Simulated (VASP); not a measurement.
Here is a VASP 6.6.1 calculation.

File INCAR:

```
SYSTEM = Pt
  ALGO = Normal
  EDIFF = 1E-7
  EDIFFG = -0.02
  ENCUT = 500
  GGA = PE
  GGA_COMPAT = .False.
  IBRION = 2
  ISIF = 3
  ISMEAR = 0
  LASPH = .True.
  LCHARG = .False.
  LREAL = .False.
  LWAVE = .False.
  NELM = 120
  NELMIN = 4
  NSW = 80
  PREC = Accurate
  SIGMA = 0.1
```

Contents of KPOINTS:

```
k-points
0
Gamma
  10 10 10
  0 0 0
```

POSCAR

```
Pt
1.0
   -1.5550000000      1.5550000000      1.5550000000
    1.5550000000     -1.5550000000      1.5550000000
    1.5550000000      1.5550000000     -1.5550000000
Pt
1
Direct
    0.0000000000      0.0000000000      0.0000000000
```

Potentials or basis: VASP PAW PBE potentials, release 64 (Pt).

Launch:

```sh
$ cat potpaw_PBE.64/Pt/POTCAR > POTCAR
$ mpirun -np 1 vasp_std > vasp.out
```

Q: What does it give for the space group after relaxing (to 0.1 Å)?

A: Im-3m (No. 229).

Q: Predict the relaxed volume.

A: 15.81 Å³/atom.

Q: What does it give for the band gap on the k mesh?

A: Zero (bands 5 and 6 overlap by 2.12 eV).

Q: Estimate the relaxed cell.

A: a = 2.738 Å, b = 2.738 Å, c = 2.738 Å, α = 109.47°, β = 109.47°, γ = 109.47°.

Final structure:
```xyz
1
Lattice="-1.5811 1.5811 1.5811 1.5811 -1.5811 1.5811 1.5811 1.5811 -1.5811" Properties=species:S:1:pos:R:3 pbc="T T T"
Pt    0.0000    0.0000    0.0000
```

Caveat: spin-orbit coupling is left out, which moves the levels of the heavy elements.
